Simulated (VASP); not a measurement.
Input of a VASP 6.6.1 run:

INCAR

```
PREC = Accurate ; ENCUT = 520
EDIFF = 1E-6 ; ISMEAR = 0
SIGMA = 0.1 ; LREAL = F
LASPH = T ; NELM = 60
ALGO = Normal ; ISIF = 2
LWAVE = F ; LCHARG = T
GGA = PE ; LELF = T
LVHAR = T ; NBANDS = 31
```

Contents of KPOINTS:

```
regular mesh
0
Gamma
  4 4 4
```

File POSCAR:

```
PtS2
1.0
    5.1944798720      0.0000000000      0.0000000000
    0.0000000000      5.1944798720      0.0000000000
    0.0000000000      0.0000000000      5.2193044131
Pt S
2 4
Direct
    0.0000000000      0.0000000000      0.0000000000
    0.5000000000      0.5000000000      0.5000000000
    0.7500000000      0.7500000000      0.7500000000
    0.2500000000      0.2500000000      0.7500000000
    0.7500000000      0.2500000000      0.2500000000
    0.2500000000      0.7500000000      0.2500000000
```

Potentials or basis: VASP PAW PBE potentials, release 64 (Pt, S).

The run is started by

```bash
$ cat potpaw_PBE.64/Pt/POTCAR potpaw_PBE.64/S/POTCAR > POTCAR
$ mpirun -np 1 vasp_std > vasp.out
```

**Question.** Estimate the band gap on the k mesh.

**Answer.** Zero (bands 22 and 23 overlap by 1.57 eV).

**Question.** What does it give for the pressure?

**Answer.** -0.2 GPa.

Stress tensor (GPa, compression positive):
```
-0.14  0.00  0.00
 0.00 -0.14  0.00
 0.00  0.00 -0.26
```

Caveat: spin-orbit coupling is left out, which moves the levels of the heavy elements.
